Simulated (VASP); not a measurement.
# W (Im-3m) in VASP: further runs

W is run at these levels: LDA; tasks: density of states.

Program: VASP 6.6.1. These are calculated values, not measurements. Logs are shortened: lines on timing, memory, paths and dates and some standing lists are left out, and cuts for length are marked.

## Step 1: The cell of the first run

It takes space group Im-3m (No. 229, cubic). The conventional cell has a = 3.004 Å, b = 3.004 Å, c = 3.004 Å, α = 90.00°, β = 90.00°, γ = 90.00°. W (site symmetry m-3m) has 14 W at 2.60 to 3.00 Å within 3.4 Å.

## Step 2: Density of states, LDA (volume scaled by 0.88)

POSCAR

```
W
1.0
   -1.5020499337      1.5020499337      1.5020499337
    1.5020499337     -1.5020499337      1.5020499337
    1.5020499337      1.5020499337     -1.5020499337
W
1
Direct
    0.0000000000      0.0000000000      0.0000000000
```

INCAR.step1

```
SYSTEM = W
ALGO     = Normal         ! electronic algorithm
EDIFF    = 1E-6           ! SCF threshold, eV
ENCUT    = 520            ! plane-wave cutoff, eV
GGA      = CA             ! functional
ISIF     = 2              ! what is computed and relaxed
ISMEAR   = -1             ! smearing method
LASPH    = .True.         ! aspherical terms in the spheres
LCHARG   = .True.         ! write CHGCAR
LMAXMIX  = 4              ! l up to which the mixer works
LREAL    = .False.        ! projectors in reciprocal space
LWAVE    = .False.        ! write WAVECAR
NBANDS   = 13             ! bands
NELM     = 80             ! most SCF steps
PREC     = Accurate       ! precision mode
SIGMA    = 0.1            ! smearing width, eV
```

KPOINTS.step1

```
k-points
0
Gamma
  19 19 19
  0 0 0
```

INCAR.step2

```
SYSTEM = W
ALGO     = Normal         ! electronic algorithm
EDIFF    = 1E-6           ! SCF threshold, eV
ENCUT    = 520            ! plane-wave cutoff, eV
GGA      = CA             ! functional
ICHARG   = 11             ! starting density
ISIF     = 2              ! what is computed and relaxed
ISMEAR   = -5             ! smearing method
LASPH    = .True.         ! aspherical terms in the spheres
LCHARG   = .False.        ! write CHGCAR
LMAXMIX  = 4              ! l up to which the mixer works
LORBIT   = 10             ! projections on sites
LREAL    = .False.        ! projectors in reciprocal space
LWAVE    = .False.        ! write WAVECAR
NEDOS    = 2001           ! points of the DOS
NELM     = 80             ! most SCF steps
PREC     = Accurate       ! precision mode
SIGMA    = 0.1            ! smearing width, eV
```

KPOINTS.step2

```
k-points
0
Gamma
  29 29 29
  0 0 0
```

Potentials or basis: VASP PAW LDA potentials, release 64 (W_sv).

The run is started by

```
cat potpaw_LDA.64/W_sv/POTCAR > POTCAR
cp INCAR.step1 INCAR
cp KPOINTS.step1 KPOINTS
mpirun -np 1 vasp_std > vasp.out
cp INCAR.step2 INCAR
cp KPOINTS.step2 KPOINTS
mpirun -np 1 vasp_std > vasp.out
```

OUTCAR:

```text
SYSTEM = W
   EDIFF = 1E-6
   ENCUT = 520
   GGA = CA
   ICHARG = 11
   ISIF = 2
   ISMEAR = -5
   LASPH = .True.
   LORBIT = 10
   LREAL = .False.
   NELM = 80
   PREC = Accurate

 ion  position               nearest neighbor table
   1  0.000  0.000  0.000-

  LATTYP: Found a body centered cubic cell.
 ALAT       =     3.0040998674

  Lattice vectors:

 A1 = (  -1.5020499337,   1.5020499337,   1.5020499337)
 A2 = (   1.5020499337,  -1.5020499337,   1.5020499337)
 A3 = (   1.5020499337,   1.5020499337,  -1.5020499337)

Analysis of symmetry for initial positions (statically):
=====================================================================
 Subroutine PRICEL returns:
 Original cell was already a primitive cell.

 Routine SETGRP: Setting up the symmetry group for a
 body centered cubic supercell.

 Subroutine GETGRP returns: Found 48 space group operations
 (whereof 48 operations were pure point group operations)
 out of a pool of 48 trial point group operations.

The static configuration has the point symmetry O_h .

Analysis of symmetry for dynamics (positions and initial velocities):
=====================================================================
 Subroutine PRICEL returns:
 Original cell was already a primitive cell.

 Routine SETGRP: Setting up the symmetry group for a
 body centered cubic supercell.

 Subroutine GETGRP returns: Found 48 space group operations
 (whereof 48 operations were pure point group operations)
 out of a pool of 48 trial point group operations.

The dynamic configuration has the point symmetry O_h .

 Subroutine INISYM returns: Found 48 space group operations
 (whereof 48 operations are pure point group operations),
 and found     1 'primitive' translations

----------------------------------------------------------------------------------------

                                     Primitive cell

  volume of cell :      13.5554

  direct lattice vectors                    reciprocal lattice vectors
    -1.502049934  1.502049934  1.502049934     0.000000000  0.332878414  0.332878414
     1.502049934 -1.502049934  1.502049934     0.332878414  0.000000000  0.332878414
     1.502049934  1.502049934 -1.502049934     0.332878414  0.332878414  0.000000000

  length of vectors
     2.601626801  2.601626801  2.601626801     0.470761168  0.470761168  0.470761168

  position of ions in fractional coordinates (direct lattice)
     0.000000000  0.000000000  0.000000000

  ion indices of the primitive-cell ions
   primitive index   ion index
                 1           1

----------------------------------------------------------------------------------------

 KPOINTS: k-points

Automatic generation of k-mesh.
 Grid dimensions read from file:
 generate k-points for:   29   29   29

 Generating k-lattice:

  Cartesian coordinates                     Fractional coordinates (reciprocal lattice)
     0.000000000  0.011478566  0.011478566     0.034482759  0.000000000  0.000000000
     0.011478566  0.000000000  0.011478566     0.000000000  0.034482759  0.000000000
     0.011478566  0.011478566  0.000000000     0.000000000  0.000000000  0.034482759

  Length of vectors
     0.016233144  0.016233144  0.016233144

  Shift w.r.t. Gamma in fractional coordinates (k-lattice)
     0.000000000  0.000000000  0.000000000

 TETIRR: Found  29434 inequivalent tetrahedra from   146334

 Subroutine IBZKPT returns following result:
 ===========================================

 Found    680 irreducible k-points:

 Following reciprocal coordinates:
            Coordinates               Weight
  0.000000  0.000000  0.000000      1.000000
  0.034483  0.000000  0.000000     12.000000
  0.068966  0.000000  0.000000     12.000000
  0.103448  0.000000  0.000000     12.000000
  0.137931  0.000000  0.000000     12.000000
  0.172414  0.000000  0.000000     12.000000
[... 16 lines left out ...]
  0.275862  0.034483  0.000000     48.000000
  0.310345  0.034483  0.000000     48.000000
 [... further k-points ...]
   k-points           NKPTS =    680   k-points in BZ     NKDIM =    680   number of bands    NBANDS=     11
   number of dos      NEDOS =   2001   number of ions     NIONS =      1
   total plane-waves  NPLWV =   8000
   dimension x,y,z NGX =    20 NGY =   20 NGZ =   20
   dimension x,y,z NGXF=    40 NGYF=   40 NGZF=   40
   ions per type =               1
   NGX,Y,Z   is equivalent  to a cutoff of  12.78, 12.78, 12.78 a.u.
   NGXF,Y,Z  is equivalent  to a cutoff of  25.56, 25.56, 25.56 a.u.
 SYSTEM =  W
   PREC   = accura    normal or accurate (medium, high low for compatibility)
   ISTART =      0    job   : 0-new  1-cont  2-samecut
   ICHARG =     11    charge: 1-file 2-atom 10-const
   ISPIN  =      1    spin polarized calculation?
   LNONCOLLINEAR =      F non collinear calculations
   LSORBIT =      F    spin-orbit coupling
   LASPH  =      T    aspherical Exc in radial PAW
   ENCUT  =  520.0 eV  38.22 Ry    6.18 a.u.   4.84  4.84  4.84*2*pi/ulx,y,z
   NELM   =     80;   NELMIN=  2; NELMDL=  0     # of ELM steps
   EDIFF  = 0.1E-05   stopping-criterion for ELM
   LREAL  =      F    real-space projection
   EDIFFG = 0.1E-04   stopping-criterion for IOM
   NSW    =      0    number of steps for IOM
   IBRION =     -1    ionic relax: 0-MD 1-quasi-New 2-CG
   NFREE  =      0    steps in history (QN), initial steepest desc. (CG)
   ISIF   =      2    stress and relaxation
   ISYM   =      2    0-nonsym 1-usesym 2-fastsym
   POTIM  = 0.5000    time-step for ionic-motion
   TEBEG  =    0.0;   TEEND  =   0.0 temperature during run
   PSTRESS=    0.0 pullay stress
   NELECT =      14.0000    total number of electrons
   NUPDOWN=      -1.0000    fix difference up-down
   EMIN   =  10.00;   EMAX   =-10.00  energy-range for DOS
   EFERMI =   0.00;   METHOD = LEGACY
   ISMEAR =    -5;   SIGMA  =   0.10  broadening in eV -4-tet -1-fermi 0-gaus
   EFERMI_NEDOS =   21; number of points for ismear=-14 and -15
   IALGO  =     38    algorithm
   IMIX   =      4    mixing-type and parameters
     AMIX     =   0.40;   BMIX     =  1.00
     AMIX_MAG =   1.60;   BMIX_MAG =  1.00
  volume/ion in A,a.u.               =      13.56        91.48
  Fermi-wavevector in a.u.,A,eV,Ry     =   1.654804  3.127126 37.257856  2.738375
  Thomas-Fermi vector in A             =   2.743008
   LORBIT       =     10    0 simple, 1 ext, 2 COOP (PROOUT), +10 PAW based schemes
   GGA     = CA    functional components
   LHFCALC =     F    Hartree Fock is set to
   AEXX    =    0.0000 exact exchange contribution
   IVDW    =     0    specifies the selected vdW correction
   LEPSILON=     F    determine dielectric tensor
   LRPA    =     F    only Hartree local field effects (RPA)
 non-spin polarized calculation
 Fermi weights with tetrahedron method with Bloechl corrections
  energy-cutoff  :      520.00
  volume of cell :       13.56
 maximum number of plane-waves:       378

 number of electron      14.0000004 magnetization

 Free energy of the ion-electron system (eV)
  ---------------------------------------------------
  ext. energy  EPLUGINS =         0.00000000
  ---------------------------------------------------
  free energy    TOTEN  =       -13.78252728 eV

  energy without entropy =      -13.78252728  energy(sigma->0) =      -13.78252728

 E-fermi :  13.8600     XC(G=0): -14.7285

 val. band max:       13.8915871697   @ k =   0.3793   0.0345   0.0345
 cond. band min:      13.7700344395   @ k =  -0.1724   0.1724   0.1034
 fundamental gap:     -0.1215527302
 Fermi energy:        13.8600153119

 k-point     1 :       0.0000    0.0000    0.0000
  band No.  band energies     occupation
      1     -59.8572      2.00000
      2     -23.3424      2.00000
      3     -23.3424      2.00000
      4     -23.3424      2.00000
      5       3.4002      2.00000
      6      12.1848      2.00000
      7      12.1848      2.00000
      8      12.1848      2.00000
      9      16.3151      0.00000
     10      16.3151      0.00000
     11      28.6374      0.00000

 k-point     2 :       0.0345    0.0000    0.0000
  band No.  band energies     occupation
      1     -59.8541      2.00000
      2     -23.3709      2.00000
      3     -23.3509      2.00000
      4     -23.3427      2.00000
      5       3.4718      2.00000
      6      12.1394      2.00000
      7      12.1760      2.00000
      8      12.2537      2.00000
      9      16.2336      0.00000
     10      16.3139      0.00000
     11      28.7068      0.00000

 k-point     3 :       0.0690    0.0000    0.0000
  band No.  band energies     occupation
      1     -59.8448      2.00000
      2     -23.4543      2.00000
      3     -23.3758      2.00000
      4     -23.3434      2.00000
      5       3.6828      2.00000
      6      12.0080      2.00000
      7      12.1441      2.00000
      8      12.4597      2.00000
      9      16.0219      0.00000
     10      16.3124      0.00000
     11      28.8919      0.00000

 k-point     4 :       0.1034    0.0000    0.0000
  band No.  band energies     occupation
      1     -59.8298      2.00000
      2     -23.5873      2.00000
      3     -23.4157      2.00000
      4     -23.3447      2.00000
      5       4.0204      2.00000
      6      11.8036      2.00000
      7      12.0748      2.00000
      8      12.8000      2.00000
      9      15.7604      0.00000
     10      16.3155      0.00000
     11      29.1736      0.00000

 k-point     5 :       0.1379    0.0000    0.0000
  band No.  band energies     occupation
      1     -59.8098      2.00000
      2     -23.7615      2.00000
      3     -23.4686      2.00000
      4     -23.3464      2.00000
      5       4.4627      2.00000
      6      11.5444      2.00000
      7      11.9554      2.00000
      8      13.2699      2.04169
      9      15.5398      0.00000
     10      16.3300      0.00000
     11      29.4940      0.00000
[... 211 lines left out ...]
 k-point    21 :       0.2069    0.0345    0.0000
  band No.  band energies     occupation
      1     -59.7423      2.00000
      2     -24.3170      2.00000
      3     -23.6375      2.00000
      4     -23.3623      2.00000
      5       5.8123      2.00000
      6      10.7872      2.00000
      7      11.5348      2.00000
      8      15.0369     -0.00004
      9      15.4117      0.00000
     10      16.5421      0.00000
     11      29.8029      0.00000

 k-point    22 :       0.2414    0.0345    0.0000
  band No.  band energies     occupation
      1     -59.7131      2.00000
      2     -24.5461      2.00000
      3     -23.7130      2.00000
      4     -23.3649      2.00000
      5       6.2526      2.00000
      6      10.4850      2.00000
      7      11.5532      2.00000
      8      15.5366      0.00000
      9      15.9304      0.00000
     10      16.6527      0.00000
     11      29.3964      0.00000

 k-point    23 :       0.2759    0.0345    0.0000
  band No.  band energies     occupation
      1     -59.6841      2.00000
      2     -24.7671      2.00000
      3     -23.7867      2.00000
      4     -23.3676      2.00000
      5       6.5447      2.00000
      6      10.2034      2.00000
      7      11.7873      2.00000
      8      15.7687      0.00000
      9      16.7866      0.00000
     10      16.8591      0.00000
     11      28.7581      0.00000

 k-point    24 :       0.3103    0.0345    0.0000
  band No.  band energies     occupation
      1     -59.6567      2.00000
      2     -24.9706      2.00000
      3     -23.8553      2.00000
      4     -23.3701      2.00000
      5       6.6705      2.00000
      6       9.9517      2.00000
      7      12.2542      2.00000
      8      16.0199      0.00000
      9      16.9393      0.00000
     10      17.8490      0.00000
     11      28.0313      0.00000

 [... further k-points ...]
[... 5 lines left out ...]
  --------------------------------------------------------------------------------------
  -------------------------------------------------------------------------------------
  Total        5.0459969      5.0459969      5.0459969     -0.0000000      0.0000000     -0.0000000
  in kB      596.4093674    596.4093674    596.4093674     -0.0000000      0.0000000     -0.0000000
  external PRESSURE =     596.4093674 kB  Pullay stress =       0.0000000 kB

 VOLUME and BASIS-vectors are now :
 -----------------------------------------------------------------------------
  energy-cutoff  :      520.00
  volume of cell :       13.56
      direct lattice vectors                 reciprocal lattice vectors
    -1.502049934  1.502049934  1.502049934     0.000000000  0.332878414  0.332878414
     1.502049934 -1.502049934  1.502049934     0.332878414  0.000000000  0.332878414
     1.502049934  1.502049934 -1.502049934     0.332878414  0.332878414  0.000000000

 POSITION                                       TOTAL-FORCE (eV/Angst)
 -----------------------------------------------------------------------------------
      0.00000      0.00000      0.00000        -0.000000      0.000000     -0.000000
 -----------------------------------------------------------------------------------
    total drift:                                0.000000     -0.000000      0.000000

  FREE ENERGIE OF THE ION-ELECTRON SYSTEM (eV)
  ---------------------------------------------------
  free  energy   TOTEN  =       -13.7825272761 eV

  energy  without entropy=      -13.7825272761  energy(sigma->0) =      -13.78252728

 total charge

# of ion       s       p       d       tot
------------------------------------------
    1        2.455   6.426   3.670  12.550
```

Wall time 48 s (1 thread of Intel Xeon Platinum 8488C (Sapphire Rapids), shared host); peak memory 0.25 GiB.

Results:

```
Valence electrons inside the program's atomic spheres : W 12.55
```

Caveat: the cell differs from its parent crystal (volume scaled by 0.88); spin-orbit coupling is left out, which moves the levels of the heavy elements; tetrahedron occupations give inexact forces and stress in metals.

## Step 3: Density of states, LDA

This run uses another cell than the first one, of 15.40 Å³/atom, 1.136 times its volume.

POSCAR

```
W
1.0
   -1.5674371882      1.5674371882      1.5674371882
    1.5674371882     -1.5674371882      1.5674371882
    1.5674371882      1.5674371882     -1.5674371882
W
1
Direct
    0.0000000000      0.0000000000      0.0000000000
```

INCAR.step1

```
SYSTEM = W
PREC = Accurate
ENCUT = 520
EDIFF = 1E-7
ISMEAR = -1
SIGMA = 0.1
LREAL = .False.
LASPH = .True.
NELM = 60
ALGO = Normal
ISIF = 2
LWAVE = .False.
LCHARG = .True.
LMAXMIX = 4
GGA = CA
NBANDS = 13
```

KPOINTS.step1

```
regular mesh
0
Gamma
  19 19 19
  0 0 0
```

INCAR.step2

```
SYSTEM = W
PREC = Accurate
ENCUT = 520
EDIFF = 1E-7
ISMEAR = -5
SIGMA = 0.1
LREAL = .False.
LASPH = .True.
NELM = 60
ALGO = Normal
ISIF = 2
LWAVE = .False.
LCHARG = .False.
LMAXMIX = 4
GGA = CA
LORBIT = 11
NBANDS = 13
NEDOS = 2001
ICHARG = 11
```

KPOINTS.step2

```
regular mesh
0
Gamma
  29 29 29
  0 0 0
```

Potentials or basis: VASP PAW LDA potentials, release 64 (W_sv).

The run is started by

```
cat potpaw_LDA.64/W_sv/POTCAR > POTCAR
cp INCAR.step1 INCAR
cp KPOINTS.step1 KPOINTS
mpirun -np 1 vasp_std > vasp.out
cp INCAR.step2 INCAR
cp KPOINTS.step2 KPOINTS
mpirun -np 1 vasp_std > vasp.out
```

Run time: 59 s. Hardware: 1 thread of Intel Xeon Platinum 8488C (Sapphire Rapids), shared host; peak memory 0.28 GiB.

It converged, with:

- Valence electrons inside the program's atomic spheres: W 12.19

Levels at points of the mesh, in eV from the Fermi level:
| k point | band 5 | band 6 | band 7 | band 8 | band 9 | band 10 |
| --- | --- | --- | --- | --- | --- | --- |
| (0.00, 0.00, 0.00) | -9.75 | -1.36 | -1.36 | -1.36 | 2.21 | 2.21 |

Caveat: spin-orbit coupling is left out, which moves the levels of the heavy elements; tetrahedron occupations give inexact forces and stress in metals.
